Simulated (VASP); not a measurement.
# Mg (Pm-3m) in VASP: further runs

Mg is run at these levels: BLYP; tasks: single point.

Program: VASP 6.6.1. These are calculated values, not measurements. Logs are shortened: lines on timing, memory, paths and dates and some standing lists are left out, and cuts for length are marked.

## (1) The cell of the first run

Symmetry: Pm-3m, No. 221, cubic system. The conventional cell has a = 2.962 Å, b = 2.962 Å, c = 2.962 Å, α = 90.00°, β = 90.00°, γ = 90.00°. Mg (site symmetry m-3m) has 6 Mg at 2.96 Å within 3.9 Å.

## (2) Single point, BLYP (volume scaled by 0.88)

INCAR reads:

```
PREC     = Accurate       # precision mode
ENCUT    = 520            # plane-wave cutoff, eV
EDIFF    = 1E-6           # SCF threshold, eV
ISMEAR   = -1             # smearing method
SIGMA    = 0.1            # smearing width, eV
LREAL    = F              # projectors in reciprocal space
LASPH    = T              # aspherical terms in the spheres
NELM     = 80             # most SCF steps
ALGO     = Normal         # electronic algorithm
ISIF     = 2              # what is computed and relaxed
LWAVE    = F              # write WAVECAR
LCHARG   = F              # write CHGCAR
GGA      = B5             # functional
ALDAX    = 1.0          
AGGAX    = 1.0          
AGGAC    = 1.0          
ALDAC    = 0.0          
NBANDS   = 7              # bands
```

KPOINTS reads:

```
Automatic mesh
0
Gamma
  11 11 11
```

POSCAR reads:

```
Mg
1.0
    2.9622569268      0.0000000000      0.0000000000
    0.0000000000      2.9622569268      0.0000000000
    0.0000000000      0.0000000000      2.9622569268
Mg
1
Direct
    0.0000000000      0.0000000000      0.0000000000
```

Potentials or basis: VASP PAW PBE potentials, release 64 (Mg).

Launch:

```bash
> cat potpaw_PBE.64/Mg/POTCAR > POTCAR
> mpirun -np 1 vasp_std > vasp.out
```

OUTCAR:

```text
PREC = Accurate
   ENCUT = 520
   EDIFF = 1E-6
   ISMEAR = -1
   LREAL = F
   LASPH = T
   NELM = 80
   ISIF = 2
   GGA = B5

 ion  position               nearest neighbor table
   1  0.000  0.000  0.000-

  LATTYP: Found a simple cubic cell.
 ALAT       =     2.9622569268

  Lattice vectors:

 A1 = (   2.9622569268,   0.0000000000,   0.0000000000)
 A2 = (   0.0000000000,   2.9622569268,   0.0000000000)
 A3 = (   0.0000000000,   0.0000000000,   2.9622569268)

Analysis of symmetry for initial positions (statically):
=====================================================================
 Subroutine PRICEL returns:
 Original cell was already a primitive cell.

 Routine SETGRP: Setting up the symmetry group for a
 simple cubic supercell.

 Subroutine GETGRP returns: Found 48 space group operations
 (whereof 48 operations were pure point group operations)
 out of a pool of 48 trial point group operations.

The static configuration has the point symmetry O_h .

Analysis of symmetry for dynamics (positions and initial velocities):
=====================================================================
 Subroutine PRICEL returns:
 Original cell was already a primitive cell.

 Routine SETGRP: Setting up the symmetry group for a
 simple cubic supercell.

 Subroutine GETGRP returns: Found 48 space group operations
 (whereof 48 operations were pure point group operations)
 out of a pool of 48 trial point group operations.

The dynamic configuration has the point symmetry O_h .

 Subroutine INISYM returns: Found 48 space group operations
 (whereof 48 operations are pure point group operations),
 and found     1 'primitive' translations

----------------------------------------------------------------------------------------

                                     Primitive cell

  volume of cell :      25.9937

  direct lattice vectors                    reciprocal lattice vectors
     2.962256927  0.000000000  0.000000000     0.337580441  0.000000000  0.000000000
     0.000000000  2.962256927  0.000000000     0.000000000  0.337580441  0.000000000
     0.000000000  0.000000000  2.962256927     0.000000000  0.000000000  0.337580441

  length of vectors
     2.962256927  2.962256927  2.962256927     0.337580441  0.337580441  0.337580441

  position of ions in fractional coordinates (direct lattice)
     0.000000000  0.000000000  0.000000000

  ion indices of the primitive-cell ions
   primitive index   ion index
                 1           1

----------------------------------------------------------------------------------------

 KPOINTS: Automatic mesh

Automatic generation of k-mesh.
 Grid dimensions read from file:
 generate k-points for:   11   11   11

 Generating k-lattice:

  Cartesian coordinates                     Fractional coordinates (reciprocal lattice)
     0.030689131  0.000000000  0.000000000     0.090909091  0.000000000  0.000000000
     0.000000000  0.030689131  0.000000000     0.000000000  0.090909091  0.000000000
     0.000000000  0.000000000  0.030689131     0.000000000  0.000000000  0.090909091

  Length of vectors
     0.030689131  0.030689131  0.030689131

  Shift w.r.t. Gamma in fractional coordinates (k-lattice)
     0.000000000  0.000000000  0.000000000

 Subroutine IBZKPT returns following result:
 ===========================================

 Found     56 irreducible k-points:

 Following reciprocal coordinates:
            Coordinates               Weight
  0.000000  0.000000  0.000000      1.000000
  0.090909  0.000000  0.000000      6.000000
  0.181818  0.000000  0.000000      6.000000
  0.272727  0.000000  0.000000      6.000000
  0.363636  0.000000  0.000000      6.000000
  0.454545  0.000000  0.000000      6.000000
[... 16 lines left out ...]
  0.181818  0.090909  0.090909     24.000000
  0.272727  0.090909  0.090909     24.000000
 [... further k-points ...]
   k-points           NKPTS =     56   k-points in BZ     NKDIM =     56   number of bands    NBANDS=      7
   number of dos      NEDOS =    301   number of ions     NIONS =      1
   total plane-waves  NPLWV =  13824
   dimension x,y,z NGX =    24 NGY =   24 NGZ =   24
   dimension x,y,z NGXF=    48 NGYF=   48 NGZF=   48
   ions per type =               1
   NGX,Y,Z   is equivalent  to a cutoff of  13.47, 13.47, 13.47 a.u.
   NGXF,Y,Z  is equivalent  to a cutoff of  26.94, 26.94, 26.94 a.u.
 SYSTEM =  unknown system
   PREC   = accura    normal or accurate (medium, high low for compatibility)
   ISTART =      0    job   : 0-new  1-cont  2-samecut
   ICHARG =      2    charge: 1-file 2-atom 10-const
   ISPIN  =      1    spin polarized calculation?
   LNONCOLLINEAR =      F non collinear calculations
   LSORBIT =      F    spin-orbit coupling
   LASPH  =      T    aspherical Exc in radial PAW
   ENCUT  =  520.0 eV  38.22 Ry    6.18 a.u.   5.51  5.51  5.51*2*pi/ulx,y,z
   NELM   =     80;   NELMIN=  2; NELMDL= -5     # of ELM steps
   EDIFF  = 0.1E-05   stopping-criterion for ELM
   LREAL  =      F    real-space projection
[... 7 lines left out ...]
   TEBEG  =    0.0;   TEEND  =   0.0 temperature during run
   PSTRESS=    0.0 pullay stress
   NELECT =       2.0000    total number of electrons
   NUPDOWN=      -1.0000    fix difference up-down
   EMIN   =  10.00;   EMAX   =-10.00  energy-range for DOS
   EFERMI =   0.00;   METHOD = LEGACY
   ISMEAR =    -1;   SIGMA  =   0.10  broadening in eV -4-tet -1-fermi 0-gaus
   EFERMI_NEDOS =   21; number of points for ismear=-14 and -15
   IALGO  =     38    algorithm
   IMIX   =      4    mixing-type and parameters
     AMIX     =   0.40;   BMIX     =  1.00
     AMIX_MAG =   1.60;   BMIX_MAG =  1.00
  volume/ion in A,a.u.               =      25.99       175.41
  Fermi-wavevector in a.u.,A,eV,Ry     =   0.696298  1.315813  6.596534  0.484832
  Thomas-Fermi vector in A             =   1.779310
   LORBIT       =      0    0 simple, 1 ext, 2 COOP (PROOUT), +10 PAW based schemes
   GGA     = B5    functional components
   LHFCALC =     F    Hartree Fock is set to
   AEXX    =    0.0000 exact exchange contribution
   IVDW    =     0    specifies the selected vdW correction
   LEPSILON=     F    determine dielectric tensor
   LRPA    =     F    only Hartree local field effects (RPA)
 non-spin polarized calculation
  energy-cutoff  :      520.00
  volume of cell :       25.99
 maximum number of plane-waves:       739
 NGX is ok and might be reduce to    24
   NGX = 11   NGY = 11   NGZ = 11

 number of electron       2.0000000 magnetization

 Free energy of the ion-electron system (eV)
  ---------------------------------------------------
  ext. energy  EPLUGINS =         0.00000000
  ---------------------------------------------------
  free energy    TOTEN  =        -0.45284984 eV

  energy without entropy =       -0.44044175  energy(sigma->0) =       -0.44664580

 E-fermi :   2.3864     XC(G=0):  -7.5813

 val. band max:        2.3500711083   @ k =   0.4545   0.2727   0.0909
 cond. band min:       2.5755733650   @ k =   0.3636   0.3636   0.3636
 fundamental gap:      0.2255022567
 Fermi energy:         2.3864239710

 k-point     1 :       0.0000    0.0000    0.0000
  band No.  band energies     occupation
      1      -3.9772      2.00000
      2      10.6626      0.00000
      3      10.6626      0.00000
      4      12.2233      0.00000
      5      12.2233      0.00000
      6      12.2233      0.00000
      7      17.1653      0.00000

 k-point     2 :       0.0909    0.0000    0.0000
  band No.  band energies     occupation
      1      -3.8360      2.00000
      2       9.0261      0.00000
      3      10.7844      0.00000
      4      12.3394      0.00000
      5      12.3394      0.00000
      6      13.5235      0.00000
      7      17.8240      0.00000

 k-point     3 :       0.1818    0.0000    0.0000
  band No.  band energies     occupation
      1      -3.4139      2.00000
      2       6.8054      0.00000
      3      11.1426      0.00000
      4      12.6880      0.00000
      5      12.6880      0.00000
      6      14.7956      0.00000
      7      19.6928      0.00000

 k-point     4 :       0.2727    0.0000    0.0000
  band No.  band energies     occupation
      1      -2.7152      2.00000
      2       4.6788      0.00000
      3      11.7078      0.00000
      4      13.2703      0.00000
      5      13.2703      0.00000
      6      15.8073      0.00000
      7      19.7278      0.00000

 k-point     5 :       0.3636    0.0000    0.0000
  band No.  band energies     occupation
      1      -1.7487      2.00000
      2       2.7387      0.05733
      3      12.3958      0.00000
      4      14.0872      0.00000
      5      14.0872      0.00000
      6      16.7959      0.00000
      7      17.9739      0.00000

 k-point     6 :       0.4545    0.0000    0.0000
  band No.  band energies     occupation
      1      -0.5440      2.00000
      2       1.0424      2.00000
      3      12.9638      0.00000
      4      15.1355      0.00000
      5      15.1355      0.00000
      6      16.4514      0.00000
      7      16.4514      0.00000

 k-point     7 :       0.0909    0.0909    0.0000
  band No.  band energies     occupation
      1      -3.6950      2.00000
      2       8.7936      0.00000
      3       9.6406      0.00000
      4      12.4554      0.00000
      5      12.7050      0.00000
      6      14.5963      0.00000
      7      18.3075      0.00000
[... 121 lines left out ...]
 k-point    20 :       0.4545    0.3636    0.0000
  band No.  band energies     occupation
      1       1.6309      1.99895
      2       3.0959      0.00166
      3       6.1395      0.00000
      4       7.6623      0.00000
      5      16.8511      0.00000
      6      18.0443      0.00000
      7      18.6722      0.00000

 k-point    21 :       0.4545    0.4545    0.0000
  band No.  band energies     occupation
      1       2.7934      0.03360
      2       3.8240      0.00000
      3       4.8571      0.00000
      4       6.0794      0.00000
      5      17.7236      0.00000
      6      18.3791      0.00000
      7      19.7178      0.00000

 k-point    22 :       0.0909    0.0909    0.0909
  band No.  band energies     occupation
      1      -3.5541      2.00000
      2       8.9165      0.00000
      3       8.9165      0.00000
      4      11.1993      0.00000
      5      14.7035      0.00000
      6      14.7035      0.00000
      7      18.6961      0.00000

 k-point    23 :       0.1818    0.0909    0.0909
  band No.  band energies     occupation
      1      -3.1329      2.00000
      2       6.9919      0.00000
      3       9.2826      0.00000
      4      11.2209      0.00000
      5      15.0082      0.00000
      6      16.4152      0.00000
      7      19.7327      0.00000

 k-point    24 :       0.2727    0.0909    0.0909
  band No.  band energies     occupation
      1      -2.4358      2.00000
      2       4.9208      0.00000
      3       9.8800      0.00000
      4      11.7730      0.00000
      5      15.3961      0.00000
      6      17.3192      0.00000
      7      17.8255      0.00000

 [... further k-points ...]

------------------------ aborting loop because EDIFF is reached ----------------------------------------

  FORCE on cell =-STRESS in cart. coord.  units (eV):
  Direction    XX          YY          ZZ          XY          YZ          ZX
  --------------------------------------------------------------------------------------
  -------------------------------------------------------------------------------------
  Total        0.4653917      0.4653917      0.4653917     -0.0000000      0.0000000      0.0000000
  in kB       28.6854096     28.6854096     28.6854096     -0.0000000      0.0000000      0.0000000
  external PRESSURE =      28.6854096 kB  Pullay stress =       0.0000000 kB

 VOLUME and BASIS-vectors are now :
 -----------------------------------------------------------------------------
  energy-cutoff  :      520.00
  volume of cell :       25.99
      direct lattice vectors                 reciprocal lattice vectors
     2.962256927  0.000000000  0.000000000     0.337580441  0.000000000  0.000000000
     0.000000000  2.962256927  0.000000000     0.000000000  0.337580441  0.000000000
     0.000000000  0.000000000  2.962256927     0.000000000  0.000000000  0.337580441

 POSITION                                       TOTAL-FORCE (eV/Angst)
 -----------------------------------------------------------------------------------
      0.00000      0.00000      0.00000         0.000000      0.000000      0.000000
 -----------------------------------------------------------------------------------
    total drift:                               -0.000000     -0.000000      0.000000

  FREE ENERGIE OF THE ION-ELECTRON SYSTEM (eV)
  ---------------------------------------------------
  free  energy   TOTEN  =        -0.4528498416 eV

  energy  without entropy=       -0.4404417521  energy(sigma->0) =       -0.44664580
```

Wall time 7.9 s (1 thread of Intel Xeon Platinum 8375C at 2.90GHz (Ice Lake), shared host); peak memory 0.14 GiB.

Results:

```yaml
Free_energy: -0.4528 eV
Pressure: 2.9 GPa
Band_gap_on_the_k_mesh: zero (band 1 reaches 5.89 eV, above the bottom of band 2 at 1.04 eV)
```

Levels at points of the mesh, in eV from the Fermi level:
```tsv
k point	band 1	band 2	band 3	band 4	band 5	band 6
(0.00, 0.00, 0.00)	-6.36	8.28	8.28	9.84	9.84	9.84
```

Caveat: the PAW data sets were made with another functional, which shifts forces and pressure a little.

(Part 1 of 2 ends here.)
